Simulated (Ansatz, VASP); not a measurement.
TiPt3 in VASP and in Ansatz

```
Ti Pt
1.0
     3.89700   -0.01948   -0.01948
    -0.01948    3.89700   -0.01948
    -0.01948   -0.01948    3.89700
Ti Pt
1 3
Direct
  0.00000 0.00000 0.00000
  0.00000 0.50000 0.50000
  0.50000 0.00000 0.50000
  0.50000 0.50000 0.00000
```

Change from the starting cell: equal xy, yz and zx shear strains of -1 %.

Alike in both runs: task single point; functional PBEsol; k mesh 9 × 9 × 9; occupations fermi-dirac, width 0.05 eV; no spin polarisation.

|  | VASP | Ansatz |
| --- | --- | --- |
| version | VASP 6.6.1 | Ansatz 0.2.0 |
| potentials or method | VASP PAW PBE potentials, release 64 (Ti_sv, Pt), cutoff 520 eV | all-electron LAPW, scalar-relativistic |

Ansatz gave:

| Item | Value |
| --- | --- |
| pressure (GPa) | 0.6 |
| traceless stress, the component that is largest in VASP (GPa) | 1.54 |

**Question.** Which values does VASP return?

**Answer.** Pressure (GPa): 0.3; traceless stress, the component that is largest in VASP (GPa): 1.53.

VASP's potentials were made for PBE, not for PBEsol. Ansatz ran all-electron here, and VASP with PAW potentials.

Neither program's run includes spin-orbit coupling.
